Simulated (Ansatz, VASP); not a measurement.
AlCu3: VASP beside Ansatz

```xyz
4
Lattice="0.0000 2.8647 2.8647 2.8647 0.0000 2.8647 2.8647 2.8647 0.0000" Properties=species:S:1:pos:R:3 pbc="T T T"
Al    0.0000    0.0000    0.0000
Cu    2.8647    2.8647    2.8647
Cu    1.4324    1.4324    1.4324
Cu    4.2971    4.2971    4.2971
```

Alike in both runs: task single point; functional PBEsol; k mesh 12 × 12 × 12; occupations fermi-dirac, width 0.15 eV; no spin polarisation.

|  | VASP | Ansatz |
| --- | --- | --- |
| version | VASP 6.6.1 | Ansatz 0.2.0 |
| potentials or method | VASP PAW PBE potentials, release 64 (Al, Cu), cutoff 520 eV | scalar-relativistic, plane waves, PAW |
| valence electrons in the cell | 36 | 60 |

|  | VASP | Ansatz | Ansatz less VASP |
| --- | --- | --- | --- |
| gap on the k mesh at the Fermi level (eV) | none | none | - |
| pressure (GPa) | 3.9 | 3.2 | -0.65 |

VASP's potentials were made for PBE, not for PBEsol. A gap of «none» marks a metal or a gap that the smearing closes. VASP's potentials hold 36 valence electrons a cell and Ansatz's 60, so a difference there can come from the potentials and not from the codes.
